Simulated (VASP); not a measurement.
Input of a VASP 6.6.1 run:

The input INCAR:

```
PREC = Accurate ; ENCUT = 520
EDIFF = 1E-6 ; ISMEAR = -1
SIGMA = 0.1 ; LREAL = False
LASPH = True ; NELM = 60
ALGO = Normal ; ISIF = 2
LWAVE = False ; LCHARG = False
GGA = RP ; NBANDS = 14
```

File KPOINTS:

```
regular mesh
0
Gamma
  23 23 2
```

File POSCAR:

```
B
1.0
    1.6772420213      0.0000000000      0.0000000000
   -0.8386210106      1.4525341987      0.0000000000
    0.0000000000      0.0000000000     20.7331360316
B
4
Direct
    1.0000000000      1.0000000000      0.0000000000
    1.0000000000      0.0000000000      0.5000000000
    0.3333333333      0.6666666667      0.2500000000
    0.6666666667      0.3333333333      0.7500000000
```

Potentials or basis: VASP PAW PBE potentials, release 64 (B).

Command:

```sh
$ cat potpaw_PBE.64/B/POTCAR > POTCAR
$ mpirun -np 1 vasp_std > vasp.out
```

Problem. Estimate the band gap on the k mesh.

Solution. Zero (band 6 reaches 6.42 eV, above the bottom of band 7 at -5.17 eV).

Problem. What does it give for the pressure?

Solution. 10.4 GPa.

Stress tensor (GPa, compression positive):
```
15.59  0.00  0.00
 0.00 15.59  0.00
 0.00  0.00 -0.09
```

Caveat: the PAW data sets were made with another functional, which shifts forces and pressure a little; this functional lacks dispersion, which binds the layers, so the pressure and a relaxed spacing across them are unreliable.
